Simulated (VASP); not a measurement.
# Si2W (I4/mmm) in VASP: notebook

The runs below take Si2W through single point, with r2SCAN.

Program: VASP 6.6.1. These are calculated values, not measurements. Logs are shortened: lines on timing, memory, paths and dates and some standing lists are left out, and cuts for length are marked.

## Step 1: The cell of the first run

Symmetry: I4/mmm, No. 139, tetragonal system. The conventional cell has a = 3.211 Å, b = 3.211 Å, c = 7.805 Å, α = 90.00°, β = 90.00°, γ = 90.00°. Within 3.4 Å of Si (site symmetry 4mm) lie 9 Si at 2.58 to 3.21 Å and 5 W at 2.61 Å. W (site symmetry 4/mmm) has 10 Si at 2.61 Å and 4 W at 3.21 Å within 3.4 Å.

## Step 2: Single point, r2SCAN

The input, POSCAR:

```
Si2W
1.0
   -1.6056465509      1.6056465509      3.9023081003
    1.6056465509     -1.6056465509      3.9023081003
    1.6056465509      1.6056465509     -3.9023081003
Si W
2 1
Direct
    0.3348248950      0.3348248950      0.0000000000
    0.6651751050      0.6651751050      0.0000000000
    0.0000000000      0.0000000000      0.0000000000
```

The input, INCAR.step1:

```
SYSTEM = Si2W
PREC = Accurate
ENCUT = 520
ISMEAR = 0
SIGMA = 0.1
LREAL = .FALSE.
LASPH = .TRUE.
NELM = 100
NBANDS = 18
GGA = PE
ALGO = Normal
EDIFF = 1E-4
LWAVE = .TRUE.
LCHARG = .FALSE.
```

The input, INCAR.step2:

```
SYSTEM = Si2W
PREC = Accurate
ENCUT = 520
EDIFF = 1E-7
ISMEAR = 0
SIGMA = 0.1
LREAL = .FALSE.
LASPH = .TRUE.
NELM = 100
ALGO = Normal
ISIF = 2
LWAVE = .FALSE.
LCHARG = .TRUE.
METAGGA = R2SCAN
LMIXTAU = .TRUE.
LELF = .TRUE.
LVHAR = .TRUE.
NBANDS = 18
ISTART = 1
```

The input, KPOINTS:

```
Automatic mesh
0
G
  18 18 18
  0 0 0
```

Potentials or basis: VASP PAW PBE potentials, release 64 (Si, W_sv).

The run is started by

```bash
> cat potpaw_PBE.64/Si/POTCAR potpaw_PBE.64/W_sv/POTCAR > POTCAR
> cp INCAR.step1 INCAR
> mpirun -np 1 vasp_std > vasp.out
> cp INCAR.step2 INCAR
> mpirun -np 1 vasp_std > vasp.out
```

OUTCAR:

```text
SYSTEM = Si2W
   PREC = Accurate
   ENCUT = 520
   EDIFF = 1E-7
   ISMEAR = 0
   LREAL = .FALSE.
   LASPH = .TRUE.
   NELM = 100
   ISIF = 2
   METAGGA = R2SCAN
   ISTART = 1

 ion  position               nearest neighbor table
   1  0.335  0.335  0.000-   2 2.58   3 2.61   3 2.61   3 2.61   3 2.61   3 2.61   2 2.63   2 2.63
                             2 2.63   2 2.63
   2  0.665  0.665  0.000-   1 2.58   3 2.61   3 2.61   3 2.61   3 2.61   3 2.61   1 2.63   1 2.63
                             1 2.63   1 2.63
   3  0.000  0.000  0.000-   2 2.61   2 2.61   2 2.61   1 2.61   2 2.61   1 2.61   1 2.61   1 2.61
                             1 2.61   2 2.61

  LATTYP: Found a body centered tetragonal cell.
 ALAT       =     3.2112931018
 C/A-ratio  =     2.4303655734

  Lattice vectors:

 A1 = (  -1.6056465509,   1.6056465509,   3.9023081003)
 A2 = (   1.6056465509,  -1.6056465509,   3.9023081003)
 A3 = (   1.6056465509,   1.6056465509,  -3.9023081003)

Analysis of symmetry for initial positions (statically):
=====================================================================
 Subroutine PRICEL returns:
 Original cell was already a primitive cell.

 Routine SETGRP: Setting up the symmetry group for a
 body centered tetragonal supercell.

 Subroutine GETGRP returns: Found 16 space group operations
 (whereof 16 operations were pure point group operations)
 out of a pool of 16 trial point group operations.

The static configuration has the point symmetry D_4h.

Analysis of symmetry for dynamics (positions and initial velocities):
=====================================================================
 Subroutine PRICEL returns:
 Original cell was already a primitive cell.

 Routine SETGRP: Setting up the symmetry group for a
 body centered tetragonal supercell.

 Subroutine GETGRP returns: Found 16 space group operations
 (whereof 16 operations were pure point group operations)
 out of a pool of 16 trial point group operations.

The dynamic configuration has the point symmetry D_4h.

 Subroutine INISYM returns: Found 16 space group operations
 (whereof 16 operations are pure point group operations),
 and found     1 'primitive' translations

----------------------------------------------------------------------------------------

                                     Primitive cell

  volume of cell :      40.2422

  direct lattice vectors                    reciprocal lattice vectors
    -1.605646551  1.605646551  3.902308100     0.000000000  0.311401036  0.128129299
     1.605646551 -1.605646551  3.902308100     0.311401036  0.000000000  0.128129299
     1.605646551  1.605646551 -3.902308100     0.311401036  0.311401036  0.000000000

  length of vectors
     4.514887618  4.514887618  4.514887618     0.336730935  0.336730935  0.440387569

  position of ions in fractional coordinates (direct lattice)
     0.334824895  0.334824895  0.000000000
     0.665175105  0.665175105  0.000000000
     0.000000000  0.000000000  0.000000000

  ion indices of the primitive-cell ions
   primitive index   ion index
                 1           1
                 2           2
                 3           3

----------------------------------------------------------------------------------------

 KPOINTS: Automatic mesh

Automatic generation of k-mesh.
 Grid dimensions read from file:
 generate k-points for:   18   18   18

 Generating k-lattice:

  Cartesian coordinates                     Fractional coordinates (reciprocal lattice)
     0.000000000  0.017300058  0.007118294     0.055555556  0.000000000 -0.000000000
     0.017300058  0.000000000  0.007118294     0.000000000  0.055555556 -0.000000000
     0.017300058  0.017300058  0.000000000     0.000000000  0.000000000  0.055555556

  Length of vectors
     0.018707274  0.018707274  0.024465976

  Shift w.r.t. Gamma in fractional coordinates (k-lattice)
     0.000000000  0.000000000  0.000000000

 Subroutine IBZKPT returns following result:
 ===========================================

 Found    480 irreducible k-points:

 Following reciprocal coordinates:
            Coordinates               Weight
  0.000000  0.000000  0.000000      1.000000
  0.055556  0.000000  0.000000      8.000000
  0.111111  0.000000  0.000000      8.000000
  0.166667 -0.000000  0.000000      8.000000
  0.222222 -0.000000  0.000000      8.000000
  0.277778  0.000000  0.000000      8.000000
[... 16 lines left out ...]
 -0.277778  0.055556  0.000000     16.000000
 -0.222222  0.055556 -0.000000     16.000000
 [... further k-points ...]
   k-points           NKPTS =    480   k-points in BZ     NKDIM =    480   number of bands    NBANDS=     18
   number of dos      NEDOS =    301   number of ions     NIONS =      3
   total plane-waves  NPLWV =  46656
   dimension x,y,z NGX =    36 NGY =   36 NGZ =   36
   dimension x,y,z NGXF=    72 NGYF=   72 NGZF=   72
   ions per type =               2   1
   NGX,Y,Z   is equivalent  to a cutoff of  13.26, 13.26, 13.26 a.u.
   NGXF,Y,Z  is equivalent  to a cutoff of  26.51, 26.51, 26.51 a.u.
 SYSTEM =  Si2W
   PREC   = accura    normal or accurate (medium, high low for compatibility)
   ISTART =      1    job   : 0-new  1-cont  2-samecut
   ICHARG =      0    charge: 1-file 2-atom 10-const
   ISPIN  =      1    spin polarized calculation?
   LNONCOLLINEAR =      F non collinear calculations
   LSORBIT =      F    spin-orbit coupling
   LASPH  =      T    aspherical Exc in radial PAW
   ENCUT  =  520.0 eV  38.22 Ry    6.18 a.u.   8.39  8.39  8.39*2*pi/ulx,y,z
   NELM   =    100;   NELMIN=  2; NELMDL=  0     # of ELM steps
   EDIFF  = 0.1E-06   stopping-criterion for ELM
   LREAL  =      F    real-space projection
   EDIFFG = 0.1E-05   stopping-criterion for IOM
   NSW    =      0    number of steps for IOM
   IBRION =     -1    ionic relax: 0-MD 1-quasi-New 2-CG
   NFREE  =      0    steps in history (QN), initial steepest desc. (CG)
   ISIF   =      2    stress and relaxation
   ISYM   =      2    0-nonsym 1-usesym 2-fastsym
   POTIM  = 0.5000    time-step for ionic-motion
   TEBEG  =    0.0;   TEEND  =   0.0 temperature during run
   PSTRESS=    0.0 pullay stress
   NELECT =      22.0000    total number of electrons
   NUPDOWN=      -1.0000    fix difference up-down
   EMIN   =  10.00;   EMAX   =-10.00  energy-range for DOS
   EFERMI =   0.00;   METHOD = LEGACY
   ISMEAR =     0;   SIGMA  =   0.10  broadening in eV -4-tet -1-fermi 0-gaus
   EFERMI_NEDOS =   21; number of points for ismear=-14 and -15
   IALGO  =     38    algorithm
   IMIX   =      4    mixing-type and parameters
     AMIX     =   0.40;   BMIX     =  1.00
     AMIX_MAG =   1.60;   BMIX_MAG =  1.00
  volume/ion in A,a.u.               =      13.41        90.52
  Fermi-wavevector in a.u.,A,eV,Ry     =   1.338614  2.529613 24.380095  1.791886
  Thomas-Fermi vector in A             =   2.467070
   LORBIT       =      0    0 simple, 1 ext, 2 COOP (PROOUT), +10 PAW based schemes
   METAGGA = R2SCAN    functional components
   LHFCALC =     F    Hartree Fock is set to
   AEXX    =    0.0000 exact exchange contribution
   IVDW    =     0    specifies the selected vdW correction
   LEPSILON=     F    determine dielectric tensor
   LRPA    =     F    only Hartree local field effects (RPA)
 non-spin polarized calculation
 Gauss-broadening in eV      SIGMA  =   0.10
  energy-cutoff  :      520.00
  volume of cell :       40.24
 maximum number of plane-waves:      1111
 NGX is ok and might be reduce to    36
   NGX = 17   NGY = 17   NGZ = 17

 number of electron      21.9999999 magnetization

 Free energy of the ion-electron system (eV)
  ---------------------------------------------------
  ext. energy  EPLUGINS =         0.00000000
  ---------------------------------------------------
  free energy    TOTEN  =       -69.81634709 eV

  energy without entropy =      -69.81550028  energy(sigma->0) =      -69.81592369

 E-fermi :  11.9925     XC(G=0): -13.5285

 val. band max:       11.8984630747   @ k =  -0.3889   0.4444   0.3889
 cond. band min:      12.0106315588   @ k =  -0.3889   0.5000   0.3333
 fundamental gap:      0.1121684841
 Fermi energy:        11.9924628219

 k-point     1 :       0.0000    0.0000    0.0000
  band No.  band energies     occupation
      1     -63.7513      2.00000
      2     -27.3840      2.00000
      3     -27.3548      2.00000
      4     -27.3548      2.00000
      5      -2.9034      2.00000
      6       4.7245      2.00000
[... 10 lines left out ...]
     17      18.0108      0.00000
     18      18.0108      0.00000

 k-point     2 :       0.0556    0.0000    0.0000
  band No.  band energies     occupation
      1     -63.7511      2.00000
      2     -27.3835      2.00000
      3     -27.3622      2.00000
      4     -27.3542      2.00000
      5      -2.8407      2.00000
      6       4.7311      2.00000
[... 10 lines left out ...]
     17      18.0140      0.00000
     18      18.2541      0.00000

 k-point     3 :       0.1111    0.0000    0.0000
  band No.  band energies     occupation
      1     -63.7503      2.00000
      2     -27.3835      2.00000
      3     -27.3817      2.00000
      4     -27.3522      2.00000
      5      -2.6540      2.00000
      6       4.7414      2.00000
[... 10 lines left out ...]
     17      18.0683      0.00000
     18      18.8502      0.00000

 k-point     4 :       0.1667   -0.0000    0.0000
  band No.  band energies     occupation
      1     -63.7491      2.00000
      2     -27.4155      2.00000
      3     -27.3795      2.00000
      4     -27.3492      2.00000
      5      -2.3475      2.00000
      6       4.7212      2.00000
[... 375 lines left out ...]
      4     -27.3449      2.00000
      5      -0.8311      2.00000
      6       3.8742      2.00000
[... 10 lines left out ...]
     17      19.7630      0.00000
     18      20.6619      0.00000

 k-point    23 :      -0.2778    0.0556    0.0000
  band No.  band energies     occupation
      1     -63.7458      2.00000
      2     -27.4953      2.00000
      3     -27.3718      2.00000
      4     -27.3486      2.00000
      5      -1.4330      2.00000
      6       4.4922      2.00000
[... 10 lines left out ...]
     17      19.4038      0.00000
     18      20.5248      0.00000

 k-point    24 :      -0.2222    0.0556   -0.0000
  band No.  band energies     occupation
      1     -63.7474      2.00000
      2     -27.4539      2.00000
      3     -27.3750      2.00000
      4     -27.3526      2.00000
      5      -1.9402      2.00000
      6       4.8797      2.00000
[... 10 lines left out ...]
     17      18.6513      0.00000
     18      20.6895      0.00000

 [... further k-points ...]

------------------------ aborting loop because EDIFF is reached ----------------------------------------

  FORCE on cell =-STRESS in cart. coord.  units (eV):
  Direction    XX          YY          ZZ          XY          YZ          ZX
  --------------------------------------------------------------------------------------
  -------------------------------------------------------------------------------------
  Total        0.0883284      0.0883284      0.0195440      0.0000000      0.0000000      0.0000000
  in kB        3.5166530      3.5166530      0.7781135      0.0000000      0.0000000      0.0000000
  external PRESSURE =       2.6038065 kB  Pullay stress =       0.0000000 kB

 VOLUME and BASIS-vectors are now :
 -----------------------------------------------------------------------------
  energy-cutoff  :      520.00
  volume of cell :       40.24
      direct lattice vectors                 reciprocal lattice vectors
    -1.605646551  1.605646551  3.902308100     0.000000000  0.311401036  0.128129299
     1.605646551 -1.605646551  3.902308100     0.311401036  0.000000000  0.128129299
     1.605646551  1.605646551 -3.902308100     0.311401036  0.311401036  0.000000000

 POSITION                                       TOTAL-FORCE (eV/Angst)
 -----------------------------------------------------------------------------------
      0.00000      0.00000      2.61318         0.000000      0.000000     -0.008656
      0.00000      0.00000      5.19144        -0.000000     -0.000000      0.008656
      0.00000      0.00000      0.00000        -0.000000     -0.000000      0.000000
 -----------------------------------------------------------------------------------
    total drift:                               -0.000000      0.000000     -0.000000

  FREE ENERGIE OF THE ION-ELECTRON SYSTEM (eV)
  ---------------------------------------------------
  free  energy   TOTEN  =       -69.8163470934 eV

  energy  without entropy=      -69.8155002818  energy(sigma->0) =      -69.81592369
```

Run time: 32 min. Hardware: 1 thread of Intel Xeon Platinum 8488C (Sapphire Rapids), shared host; peak memory 0.46 GiB.

What came out:

* Free energy: -69.8163 eV
* Pressure: 0.3 GPa
* Largest force: 0.009 eV/Å
* Band gap on the k mesh: zero (bands 11 and 12 overlap by 1.30 eV)

Forces on the atoms (eV/Å):
```
Si   0.000  0.000 -0.009
Si   0.000  0.000  0.009
W    0.000  0.000  0.000
```

Caveat: the PAW data sets were made with another functional, which shifts forces and pressure a little; spin-orbit coupling is left out, which moves the levels of the heavy elements.

[end of part 1 of 2]

The gap in the log of VASP goes by the Fermi energy; the results here count the filled bands.